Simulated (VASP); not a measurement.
# Ta (Im-3m) in VASP: a series of runs, part 2 of 2

VASP 6.6.1. Earlier steps stand in the parts before.

### Step 4. Relaxation of cell and atoms, LDA, target pressure 15 GPa, at which the enthalpy is minimised

File INCAR:

```
SYSTEM = Ta
  ALGO = Normal
  EDIFF = 1E-7
  EDIFFG = -0.002
  ENCUT = 600
  IBRION = 2
  ISIF = 3
  ISMEAR = -1
  LASPH = .TRUE.
  LCHARG = .FALSE.
  LREAL = .FALSE.
  LWAVE = .FALSE.
  NELM = 60
  NSW = 100
  PREC = Accurate
  PSTRESS = 150.0
  SIGMA = 0.08
```

File KPOINTS:

```
k-points
0
G
  24 24 24
  0 0 0
```

File POSCAR:

```
Ta
1.0
   -1.6268863385      1.6268863385      1.6268863385
    1.6268863385     -1.6268863385      1.6268863385
    1.6268863385      1.6268863385     -1.6268863385
Ta
1
Direct
    0.0000000000      0.0000000000      0.0000000000
```

Potentials or basis: VASP PAW LDA potentials, release 64 (Ta_pv).

Command:

```console
> cat potpaw_LDA.64/Ta_pv/POTCAR > POTCAR
> mpirun -np 1 vasp_std > vasp.out
```

OUTCAR:

```text
SYSTEM = Ta
   EDIFF = 1E-7
   EDIFFG = -0.002
   ENCUT = 600
   IBRION = 2
   ISIF = 3
   ISMEAR = -1
   LASPH = .TRUE.
   LREAL = .FALSE.
   NELM = 60
   NSW = 100
   PREC = Accurate
   PSTRESS = 150.0

 ion  position               nearest neighbor table
   1  0.000  0.000  0.000-

  LATTYP: Found a body centered cubic cell.
 ALAT       =     3.2537726770

  Lattice vectors:

 A1 = (  -1.6268863385,   1.6268863385,   1.6268863385)
 A2 = (   1.6268863385,  -1.6268863385,   1.6268863385)
 A3 = (   1.6268863385,   1.6268863385,  -1.6268863385)

Analysis of symmetry for initial positions (statically):
=====================================================================
 Subroutine PRICEL returns:
 Original cell was already a primitive cell.

[... 402 lines left out ...]
 cond. band min:       6.2788146344   @ k =  -0.3750  -0.4583   0.0417
 fundamental gap:      0.0031898907
 Fermi energy:         6.2763208229

 k-point     1 :       0.0000    0.0000    0.0000
  band No.  band energies     occupation
      1     -26.2185      2.00000
      2     -26.2185      2.00000
      3     -26.2185      2.00000
      4      -1.9355      2.00000
      5       6.9309      0.00056
      6       6.9309      0.00056
      7       6.9309      0.00056
      8      10.5662      0.00000
      9      10.5662      0.00000
[... 265 lines left out ...]
 k-point    24 :       0.4583    0.0417    0.0000
  band No.  band energies     occupation
      1     -27.8596      2.00000
      2     -26.7514      2.00000
      3     -26.2465      2.00000
      4       1.4942      2.00000
      5       4.3871      2.00000
      6       8.3407      0.00000
      7      10.5002      0.00000
      8      11.7309      0.00000
      9      15.0759      0.00000

 [... further k-points ...]

------------------------ aborting loop because EDIFF is reached ----------------------------------------

  FORCE on cell =-STRESS in cart. coord.  units (eV):
  Direction    XX          YY          ZZ          XY          YZ          ZX
  --------------------------------------------------------------------------------------
  -------------------------------------------------------------------------------------
  Total        1.5230887      1.5230887      1.5230887     -0.0000000      0.0000000      0.0000000
  in kB      149.9898175    149.9898175    149.9898175     -0.0000000      0.0000000      0.0000000
  external PRESSURE =      -0.0101825 kB  Pullay stress =     150.0000000 kB
[... 20 lines left out ...]
  energy  without entropy=      -12.7709610208  energy(sigma->0) =      -12.78350165

  enthalpy is  TOTEN    =       -11.2728501403 eV   P V=        1.5231921344

 reached required accuracy - stopping structural energy minimisation
```

It took 69 s on 1 thread of Intel Xeon 6975P-C (Granite Rapids), shared host; peak memory 0.22 GiB.

What came out:

```yaml
Free_energy: -12.7960 eV
Relaxed_volume: 16.27 Å³/atom
Relaxed_cell: a = 2.765 Å, b = 2.765 Å, c = 2.765 Å, α = 109.47°, β = 109.47°, γ = 109.47°
Space_group_after_relaxing_to_0.1_Å: Im-3m (No. 229)
Energy_change_on_relaxing_the_run_minimises_the_enthalpy: +45.4 meV/atom
Ionic_steps: 7
Pressure_after_relaxing: 15.0 GPa
Band_gap_on_the_k_mesh: zero (an odd number of electrons rules out a gap without spin polarisation)
```

The path:
| step | energy change (eV) | largest force (eV/Å) | pressure (GPa) | volume (Å³) |
| --- | --- | --- | --- | --- |
| 1 | 0.0000 | 0.0000 | 0.87 | 17.22 |
| 2 | 0.7270 | 0.0000 | 77.94 | 13.71 |
| 3 | 0.0397 | 0.0000 | 13.94 | 16.33 |
| 4 | 0.0446 | 0.0000 | 14.86 | 16.28 |
| 5 | 0.0464 | 0.0000 | 15.17 | 16.26 |
| 6 | 0.0432 | 0.0000 | 14.59 | 16.29 |
| 7 | 0.0454 | 0.0000 | 15.00 | 16.27 |

Final structure:
```
CELL_PARAMETERS angstrom
-1.59626 1.59626 1.59626
1.59626 -1.59626 1.59626
1.59626 1.59626 -1.59626
ATOMIC_POSITIONS crystal
Ta 0.00000 0.00000 0.00000
```

Levels at points of the mesh, in eV from the Fermi level:
```tsv
k point	band 3	band 4	band 5	band 6	band 7	band 8	band 9
(0.00, 0.00, 0.00)	-32.49	-8.21	0.65	0.65	0.65	4.29	4.29
(0.50, 0.00, 0.00)	-32.51	-4.85	-1.92	2.28	4.25	5.39	8.80
(0.50, 0.50, 0.50)	-33.63	-4.47	-4.47	7.65	7.65	7.65	9.75
```

Caveat: the cell is relaxed towards a set pressure, so the run minimises the enthalpy, not the energy; spin-orbit coupling is left out, which moves the levels of the heavy elements.

### Step 5. Relaxation of cell and atoms, LDA

This run uses another cell than the first one, of 18.01 Å³/atom.

File INCAR:

```
SYSTEM = Ta
  PREC = Accurate
  ENCUT = 600
  EDIFF = 1E-7
  ISMEAR = -1
  SIGMA = 0.08
  LREAL = .False.
  LASPH = .True.
  NELM = 60
  ALGO = Normal
  ISIF = 3
  LWAVE = .False.
  LCHARG = .False.
  IBRION = 2
  NSW = 100
  EDIFFG = -0.002
```

File KPOINTS:

```
regular mesh
0
Gamma
  24 24 24
  0 0 0
```

File POSCAR:

```
Ta
1.0
   -1.6512800000      1.6512800000      1.6512800000
    1.6512800000     -1.6512800000      1.6512800000
    1.6512800000      1.6512800000     -1.6512800000
Ta
1
Direct
    0.0000000000      0.0000000000      0.0000000000
```

Command:

```console
> cat potpaw_LDA.64/Ta_pv/POTCAR > POTCAR
> mpirun -np 1 vasp_std > vasp.out
```

It took 68 s on 1 thread of Intel Xeon 6975P-C (Granite Rapids), shared host; peak memory 0.22 GiB.

It converged, with:

| Property | Result |
| --- | --- |
| Free energy | -12.8418 eV |
| Relaxed volume | 17.29 Å³/atom |
| Relaxed cell | a = 2.822 Å, b = 2.822 Å, c = 2.822 Å, α = 109.47°, β = 109.47°, γ = 109.47° |
| Space group after relaxing (to 0.1 Å) | Im-3m (No. 229) |
| Energy gained by relaxing | 19.1 meV/atom |
| Ionic steps | 7 |
| Pressure after relaxing | 0.0 GPa |
| Band gap on the k mesh | zero (an odd number of electrons rules out a gap without spin polarisation) |

Step by step:
| step | energy change (eV) | largest force (eV/Å) | pressure (GPa) | volume (Å³) |
| --- | --- | --- | --- | --- |
| 1 | 0.0000 | 0.0000 | -8.24 | 18.01 |
| 2 | 0.0974 | 0.0000 | 25.32 | 15.70 |
| 3 | -0.0190 | 0.0000 | -0.33 | 17.32 |
| 4 | -0.0191 | 0.0000 | -0.03 | 17.29 |
| 5 | -0.0191 | 0.0000 | 0.15 | 17.28 |
| 6 | -0.0191 | 0.0000 | -0.29 | 17.32 |
| 7 | -0.0191 | 0.0000 | 0.00 | 17.29 |

Final structure:
```xyz
1
Lattice="-1.6290 1.6290 1.6290 1.6290 -1.6290 1.6290 1.6290 1.6290 -1.6290" Properties=species:S:1:pos:R:3 pbc="T T T"
Ta    0.0000    0.0000    0.0000
```

Levels at points of the mesh, in eV from the Fermi level:
| k point | band 4 | band 5 | band 6 | band 7 | band 8 | band 9 |
| --- | --- | --- | --- | --- | --- | --- |
| (0.00, 0.00, 0.00) | -7.99 | 0.67 | 0.67 | 0.67 | 4.07 | 4.07 |
| (0.50, 0.00, 0.00) | -4.56 | -1.71 | 1.94 | 3.98 | 5.04 | 8.16 |
| (0.50, 0.50, 0.50) | -4.07 | -4.07 | 7.12 | 7.12 | 7.12 | 9.13 |

Caveat: spin-orbit coupling is left out, which moves the levels of the heavy elements. LDA usually gives volumes a few per cent too small.

### Step 6. Overview

| cell | gap on the mesh (eV) | pressure (GPa) |
| --- | --- | --- |
| relaxed to 7 GPa from a = 2.818 Å, angles 109.5°, 1 atom | none | 7.0 |
| relaxed to 10 GPa from a = 2.818 Å, angles 109.5°, 1 atom | none | 10.0 |
| relaxed to 15 GPa from a = 2.818 Å, angles 109.5°, 1 atom | none | 15.0 |
| relaxed from a = 2.860 Å, angles 109.5°, 1 atom | none | 0.0 |

Alike in all rows: task relaxation of cell and atoms; level LDA; potentials or basis VASP PAW LDA potentials, release 64 (Ta_pv); no spin polarisation; k mesh 24 × 24 × 24; cutoff (eV) 600; smearing fermi-dirac 0.08 eV.

Caveats: spin-orbit coupling is left out, which moves the levels of the heavy elements; the cell is relaxed towards a set pressure, so the run minimises the enthalpy, not the energy (at least some runs).

Total energies depend on the potentials used, so only differences within one code and one set of settings carry meaning.
